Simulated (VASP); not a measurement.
# Si4Ru (P4/mmm) in VASP: further runs, part 2 of 2

VASP 6.6.1.

### Step 5. Single point, PBE

The input, INCAR:

```
SYSTEM = Si4Ru
PREC = Accurate
ENCUT = 520
EDIFF = 1E-6
ISMEAR = 0
SIGMA = 0.1
LREAL = .FALSE.
LASPH = .TRUE.
NELM = 100
ALGO = Normal
ISIF = 2
LWAVE = .FALSE.
LCHARG = .TRUE.
GGA = PE
LELF = .TRUE.
LVHAR = .TRUE.
NBANDS = 23
```

The input, KPOINTS:

```
Automatic mesh
0
G
  8 8 14
  0 0 0
```

The input, POSCAR:

```
Si4Ru
1.0
    5.2930701862      0.0000000000      0.0000000000
    0.0000000000      5.2930701862      0.0000000000
    0.0000000000      0.0000000000      2.7883563741
Si Ru
4 1
Direct
    0.2263757323      0.7736242677      0.5000000000
    0.7736242677      0.7736242677      0.5000000000
    0.2263757323      0.2263757323      0.5000000000
    0.7736242677      0.2263757323      0.5000000000
    0.5000000000      0.5000000000      0.0000000000
```

Potentials or basis: VASP PAW PBE potentials, release 64 (Si, Ru_pv).

Command:

```
> cat potpaw_PBE.64/Si/POTCAR potpaw_PBE.64/Ru_pv/POTCAR > POTCAR
> mpirun -np 1 vasp_std > vasp.out
```

OUTCAR:

```text
SYSTEM = Si4Ru
   PREC = Accurate
   ENCUT = 520
   EDIFF = 1E-6
   ISMEAR = 0
   LREAL = .FALSE.
   LASPH = .TRUE.
   NELM = 100
   ISIF = 2
   GGA = PE

 ion  position               nearest neighbor table
   1  0.226  0.774  0.500-   2 2.40   3 2.40   5 2.48   5 2.48   2 2.90   3 2.90
   2  0.774  0.774  0.500-   1 2.40   4 2.40   5 2.48   5 2.48   4 2.90   1 2.90
   3  0.226  0.226  0.500-   1 2.40   4 2.40   5 2.48   5 2.48   4 2.90   1 2.90
   4  0.774  0.226  0.500-   2 2.40   3 2.40   5 2.48   5 2.48   2 2.90   3 2.90
   5  0.500  0.500  0.000-   1 2.48   2 2.48   3 2.48   4 2.48   1 2.48   2 2.48   3 2.48   4 2.48

  LATTYP: Found a simple tetragonal cell.
 ALAT       =     5.2930701862
 C/A-ratio  =     0.5267937654

  Lattice vectors:

 A1 = (   5.2930701862,   0.0000000000,   0.0000000000)
 A2 = (   0.0000000000,   5.2930701862,   0.0000000000)
 A3 = (   0.0000000000,   0.0000000000,   2.7883563741)

Analysis of symmetry for initial positions (statically):
=====================================================================
 Subroutine PRICEL returns:
 Original cell was already a primitive cell.
[... 178 lines left out ...]

 val. band max:        8.9846563227   @ k =   0.5000   0.5000   0.2857
 cond. band min:       9.0190939994   @ k =   0.2500   0.2500   0.1429
 fundamental gap:      0.0344376767
 Fermi energy:         8.9877442729

 k-point     1 :       0.0000    0.0000    0.0000
  band No.  band energies     occupation
      1     -33.6651      2.00000
      2     -33.6651      2.00000
      3     -33.6612      2.00000
      4      -3.5902      2.00000
      5       0.7398      2.00000
      6       0.7398      2.00000
[... 613 lines left out ...]
     22      16.0642      0.00000
     23      16.2527      0.00000

 [... further k-points ...]

------------------------ aborting loop because EDIFF is reached ----------------------------------------

  FORCE on cell =-STRESS in cart. coord.  units (eV):
  Direction    XX          YY          ZZ          XY          YZ          ZX
  --------------------------------------------------------------------------------------
  -------------------------------------------------------------------------------------
  Total       -0.0144155     -0.0144155      0.0067392      0.0000000      0.0000000      0.0000000
  in kB       -0.2956485     -0.2956485      0.1382144      0.0000000      0.0000000      0.0000000
  external PRESSURE =      -0.1510275 kB  Pullay stress =       0.0000000 kB

 VOLUME and BASIS-vectors are now :
 -----------------------------------------------------------------------------
  energy-cutoff  :      520.00
  volume of cell :       78.12
      direct lattice vectors                 reciprocal lattice vectors
     5.293070186  0.000000000  0.000000000     0.188926269  0.000000000  0.000000000
     0.000000000  5.293070186  0.000000000     0.000000000  0.188926269  0.000000000
     0.000000000  0.000000000  2.788356374     0.000000000  0.000000000  0.358634215

 POSITION                                       TOTAL-FORCE (eV/Angst)
 -----------------------------------------------------------------------------------
      1.19822      4.09485      1.39418        -0.004553      0.004553     -0.000000
      4.09485      4.09485      1.39418         0.004553      0.004553     -0.000000
      1.19822      1.19822      1.39418        -0.004553     -0.004553      0.000000
      4.09485      1.19822      1.39418         0.004553     -0.004553      0.000000
      2.64654      2.64654      0.00000         0.000000      0.000000      0.000000
 -----------------------------------------------------------------------------------
    total drift:                                0.000000     -0.000000     -0.000000

  FREE ENERGIE OF THE ION-ELECTRON SYSTEM (eV)
  ---------------------------------------------------
  free  energy   TOTEN  =       -31.9358116736 eV

  energy  without entropy=      -31.9281185117  energy(sigma->0) =      -31.93196509
```

OSZICAR:

```text
N       E                     dE             d eps       ncg     rms          rms(c)
DAV:   1     0.135965358168E+03    0.13597E+03   -0.15325E+04  6272   0.119E+03
DAV:   2    -0.271874899652E+02   -0.16315E+03   -0.15455E+03  6347   0.261E+02
DAV:   3    -0.325205021788E+02   -0.53330E+01   -0.52304E+01  7063   0.425E+01
DAV:   4    -0.325934850306E+02   -0.72983E-01   -0.72881E-01  6621   0.520E+00
DAV:   5    -0.325949541297E+02   -0.14691E-02   -0.14689E-02  7205   0.710E-01    0.169E+01
DAV:   6    -0.322947992081E+02    0.30015E+00   -0.34690E+00  6422   0.161E+01    0.560E+00
DAV:   7    -0.320675786632E+02    0.22722E+00   -0.20577E+00  6291   0.127E+01    0.579E+00
DAV:   8    -0.319357491706E+02    0.13183E+00   -0.32804E-01  6363   0.526E+00    0.765E-01
DAV:   9    -0.319359496034E+02   -0.20043E-03   -0.25205E-02  6787   0.948E-01    0.302E-01
DAV:  10    -0.319358799624E+02    0.69641E-04   -0.30971E-03  6396   0.474E-01    0.131E-01
DAV:  11    -0.319358121096E+02    0.67853E-04   -0.37737E-04  6711   0.175E-01    0.338E-02
DAV:  12    -0.319358125449E+02   -0.43534E-06   -0.29142E-05  6771   0.312E-02    0.120E-02
DAV:  13    -0.319358116736E+02    0.87130E-06   -0.78995E-06  6731   0.217E-02
   1 F= -.31935812E+02 E0= -.31931965E+02  d E =-.769316E-02
```

Run time: 75 s. Hardware: 1 thread of Intel Xeon 6975P-C (Granite Rapids), shared host; peak memory 0.31 GiB.

What came out:

| Property | Result |
| --- | --- |
| Free energy | -31.9358 eV |
| Pressure | 0.0 GPa |
| Largest force | 0.006 eV/Å |
| Band gap on the k mesh | zero (band 15 reaches 9.50 eV, above the bottom of band 16 at 8.53 eV) |

Forces on the atoms (eV/Å):
```
Si  -0.005  0.005  0.000
Si   0.005  0.005  0.000
Si  -0.005 -0.005  0.000
Si   0.005 -0.005  0.000
Ru   0.000  0.000  0.000
```

Levels at points of the mesh, in eV from the Fermi level:
| k point | band 11 | band 12 | band 13 | band 14 | band 15 | band 16 | band 17 | band 18 | band 19 | band 20 |
| --- | --- | --- | --- | --- | --- | --- | --- | --- | --- | --- |
| (0.00, 0.00, 0.00) | -2.69 | -2.69 | -1.38 | -1.38 | -0.75 | 1.57 | 2.80 | 4.55 | 6.49 | 6.49 |
| (0.50, 0.00, 0.00) | -2.67 | -1.82 | -1.53 | -1.43 | -1.37 | 2.38 | 3.37 | 4.97 | 5.80 | 5.91 |
| (0.50, 0.50, 0.00) | -1.41 | -1.41 | -1.08 | -0.59 | -0.59 | 1.27 | 1.27 | 3.36 | 4.01 | 4.52 |
| (0.00, 0.00, 0.50) | -2.75 | -2.75 | -2.67 | -2.67 | -2.30 | -0.31 | 0.38 | 3.29 | 3.64 | 3.94 |
| (0.50, 0.00, 0.50) | -4.00 | -1.96 | -1.95 | -1.17 | -0.85 | 0.99 | 1.10 | 2.46 | 2.61 | 2.62 |
| (0.50, 0.50, 0.50) | -3.62 | -2.86 | -2.86 | -1.77 | -1.16 | 1.09 | 2.07 | 2.44 | 3.06 | 4.64 |

### Step 6. Single point, PBE, collinear spin, ferromagnetic start

The input, INCAR:

```
PREC = Accurate ; ENCUT = 520
EDIFF = 1E-6 ; ISMEAR = 0
SIGMA = 0.1 ; LREAL = F
LASPH = T ; NELM = 150
ALGO = Normal ; ISIF = 2
LWAVE = F ; LCHARG = T
ISPIN = 2 ; MAGMOM = 0 0 0 0 1
LORBIT = 11 ; LMAXMIX = 4
GGA = PE ; LELF = T
LVHAR = T ; NBANDS = 27
```

The input, KPOINTS:

```
regular mesh
0
Gamma
  4 4 6
```

The input, POSCAR:

```
Si4Ru
1.0
    5.2939735571      0.0000000000      0.0000000000
    0.0000000000      5.2939735571      0.0000000000
    0.0000000000      0.0000000000      2.7875496376
Si Ru
4 1
Direct
    0.2260030491      0.7739969509      0.5000000000
    0.7739969509      0.7739969509      0.5000000000
    0.2260030491      0.2260030491      0.5000000000
    0.7739969509      0.2260030491      0.5000000000
    0.5000000000      0.5000000000      0.0000000000
```

Potentials or basis: VASP PAW PBE potentials, release 64 (Si, Ru_pv).

Command:

```
> cat potpaw_PBE.64/Si/POTCAR potpaw_PBE.64/Ru_pv/POTCAR > POTCAR
> mpirun -np 1 vasp_std > vasp.out
```

Run time: 44 s. Hardware: 1 thread of Intel Xeon 6975P-C (Granite Rapids), shared host; peak memory 0.26 GiB.

The run converged. Its results:

* Free energy: -31.9668 eV
* Pressure: -0.2 GPa
* Largest force: 0.029 eV/Å
* Band gap on the k mesh: zero (filled and empty bands overlap)
* Net moment: 0.00 μB per cell
* Valence electrons inside the program's atomic spheres: Si 1.61; Ru 12.95

Forces in eV/Å, atoms in the order of the input:
```
Si   0.020 -0.020  0.000
Si  -0.020 -0.020  0.000
Si   0.020  0.020  0.000
Si  -0.020  0.020  0.000
Ru   0.000  0.000  0.000
```

Stress tensor (GPa, compression positive):
```
-0.19  0.00  0.00
 0.00 -0.19  0.00
 0.00  0.00 -0.26
```

Levels at points of the mesh, in eV from the Fermi level:
Spin up:
```
           k point  band 12  band 13  band 14  band 15  band 16  band 17  band 18  band 19
(0.00, 0.00, 0.00)    -2.72    -1.38    -1.38    -0.78     1.54     2.77     4.53     6.46
(0.50, 0.00, 0.00)    -1.84    -1.57    -1.42    -1.37     2.35     3.36     4.93     5.77
(0.50, 0.50, 0.00)    -1.41    -1.13    -0.61    -0.61     1.24     1.24     3.31     4.00
(0.00, 0.00, 0.50)    -2.78    -2.70    -2.70    -2.32    -0.34     0.36     3.29     3.61
(0.50, 0.00, 0.50)    -1.98    -1.97    -1.19    -0.88     0.95     1.09     2.43     2.60
(0.50, 0.50, 0.50)    -2.88    -2.88    -1.79    -1.19     1.05     2.07     2.39     3.06
```
Spin down:
```csv
k point,band 11,band 12,band 13,band 14,band 15,band 16,band 17,band 18,band 19,band 20
"(0.00, 0.00, 0.00)",-2.72,-2.72,-1.38,-1.38,-0.78,1.54,2.77,4.53,6.46,6.46
"(0.50, 0.00, 0.00)",-2.70,-1.84,-1.57,-1.42,-1.37,2.35,3.36,4.93,5.77,5.87
"(0.50, 0.50, 0.00)",-1.41,-1.41,-1.13,-0.61,-0.61,1.24,1.24,3.31,4.00,4.50
"(0.00, 0.00, 0.50)",-2.78,-2.78,-2.70,-2.70,-2.32,-0.34,0.36,3.29,3.61,3.91
"(0.50, 0.00, 0.50)",-4.04,-1.98,-1.97,-1.20,-0.88,0.95,1.09,2.43,2.60,2.61
"(0.50, 0.50, 0.50)",-3.64,-2.88,-2.88,-1.79,-1.19,1.05,2.07,2.39,3.06,4.62
```

Caveat: the k points lie up to 0.38 Å⁻¹ apart.

### Step 7. Overview

| task | spin | cell | k mesh | cutoff (eV) | gap on the mesh (eV) | pressure (GPa) | largest force (eV/Å) |
| --- | --- | --- | --- | --- | --- | --- | --- |
| single point | off | a = 5.294, b = 5.294, c = 2.788 Å, 5 atoms | 4 × 4 × 6 | 520 | none | -0.2 | 0.03 |
| relaxation of cell and atoms | off | relaxed from a = 5.294, b = 5.294, c = 2.788 Å, 5 atoms | 4 × 4 × 6 | 600 | none | -0.2 | 0.03 |
| single point | off | a = 5.293, b = 5.293, c = 2.788 Å, 5 atoms | 8 × 8 × 14 | 520 | none | 0.0 | 0.01 |
| single point | collinear, ferromagnetic start | a = 5.294, b = 5.294, c = 2.788 Å, 5 atoms | 4 × 4 × 6 | 520 | none | -0.2 | 0.03 |

Some of these runs hold the atoms at other places in the same cell, which the table doesn't show; runs alike in all that it shows share one row.

Alike in all rows: level PBE; potentials or basis VASP PAW PBE potentials, release 64 (Si, Ru_pv); smearing gaussian 0.1 eV.

Caveats: some runs use coarse meshes; the relaxation stopped at its first step, so nothing moved (some runs).

Total energies depend on the potentials used, so only differences within one code and one set of settings carry meaning.
